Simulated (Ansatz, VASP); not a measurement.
# InP in VASP and in Ansatz

```
CELL_PARAMETERS angstrom
0.00000 2.87393 2.87393
2.87393 0.00000 2.87393
2.87393 2.87393 0.00000
ATOMIC_POSITIONS crystal
In 0.00000 0.00000 0.00000
P 0.75000 0.75000 0.75000
```

Alike in both runs: task single point; functional LDA; k mesh 8 × 8 × 8; occupations gaussian, width 0.05 eV; no spin polarisation.

|  | VASP | Ansatz |
| --- | --- | --- |
| version | VASP 6.6.1 | Ansatz 0.2.0 |
| potentials or method | VASP PAW LDA potentials, release 64 (In_d, P), cutoff 520 eV | scalar-relativistic, plane waves, PAW |
| valence electrons in the cell | 18 | 18 |

Ansatz gave:

* gap on the k mesh at the Fermi level (eV): 0.80
* least direct gap on the mesh (eV): 0.80
* pressure (GPa): 3.2

Task: Estimate VASP's values.

Result: gap on the k mesh at the Fermi level (eV): 0.83; least direct gap on the mesh (eV): 0.83; pressure (GPa): 3.2.

LDA's correlation is that of Perdew and Zunger in VASP and of Perdew and Wang (1992) in Ansatz.
